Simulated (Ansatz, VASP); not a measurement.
# Two plane-wave programs on ZnO

```xyz
4
Lattice="3.2305 0.0000 0.0000 -1.6152 2.7977 0.0000 0.0000 0.0000 5.2141" Properties=species:S:1:pos:R:3 pbc="T T T"
Zn    1.6152    0.9326    2.6104
Zn    0.0000    1.8651    0.0034
O     1.6152    0.9326    4.5866
O     0.0000    1.8651    1.9796
```

Alike in both runs: functional PBEsol; k mesh 12 × 12 × 6; occupations gaussian, width 0.02 eV; no spin polarisation.

Ansatz relaxed the structure, and its values are those at the end. VASP's run is a single point on that final structure, the one shown.

|  | VASP | Ansatz |
| --- | --- | --- |
| version | VASP 6.6.1 | Ansatz 0.2.0 |
| potentials or method | VASP PAW PBE potentials, release 64 (Zn, O), cutoff 520 eV | scalar-relativistic, plane waves, PAW |
| valence electrons in the cell | 36 | 36 |

VASP gave:

```
gap on the k mesh at the Fermi level (eV) : 0.69
least direct gap on the mesh (eV)         : 0.69
pressure (GPa)                            : 0.7
```

**Question.** What did Ansatz give for the same quantities?

**Answer.** gap on the k mesh at the Fermi level (eV): 0.70; least direct gap on the mesh (eV): 0.70; pressure (GPa): 0.0.

VASP's potentials were made for PBE, not for PBEsol. The functional is the same, so the differences come from potentials, cutoffs and numerics.
